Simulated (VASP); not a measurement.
Write the native input for VASP 6.6.1 that does the following.

- Task: single point
- Functional: PBE
- Potentials or basis: VASP PAW PBE potentials, release 64 (Be)
- Cutoff: 600 eV
- k mesh: 15 × 15 × 15
- Occupations: gaussian, width 0.02 eV
- Spin: no spin polarisation
- Dipole correction: no
- Further INCAR settings: ALGO = Normal; EDIFF = 1e-06; NBANDS = 7

The structure of Be lies in POSCAR:

```
Be
1.0
   -1.2531209513      1.2531209513      1.2531209513
    1.2531209513     -1.2531209513      1.2531209513
    1.2531209513      1.2531209513     -1.2531209513
Be
1
Direct
    0.0000000000      0.0000000000      0.0000000000
```

The input as run:

INCAR

```
SYSTEM = Be
PREC = Accurate
ENCUT = 600
EDIFF = 1E-6
ISMEAR = 0
SIGMA = 0.02
LREAL = .FALSE.
LASPH = .TRUE.
NELM = 120
ALGO = Normal
ISIF = 2
LWAVE = .FALSE.
LCHARG = .FALSE.
GGA = PE
NBANDS = 7
GGA_COMPAT = .FALSE.
```

KPOINTS

```
Automatic mesh
0
G
  15 15 15
  0 0 0
```

Potentials or basis: VASP PAW PBE potentials, release 64 (Be).

Run with:

```sh
$ cat potpaw_PBE.64/Be/POTCAR > POTCAR
$ mpirun -np 1 vasp_std > vasp.out
```

It gave:

```json
{"Pressure": "-0.7 GPa", "Band gap on the k mesh": "zero (band 1 reaches 10.98 eV, above the bottom of band 2 at 6.57 eV)"}
```

Wall time 2.5 s on 1 thread of Intel(R) Xeon(R) 6975P-C (Granite Rapids) (shared host), peak memory 0.12 GiB.
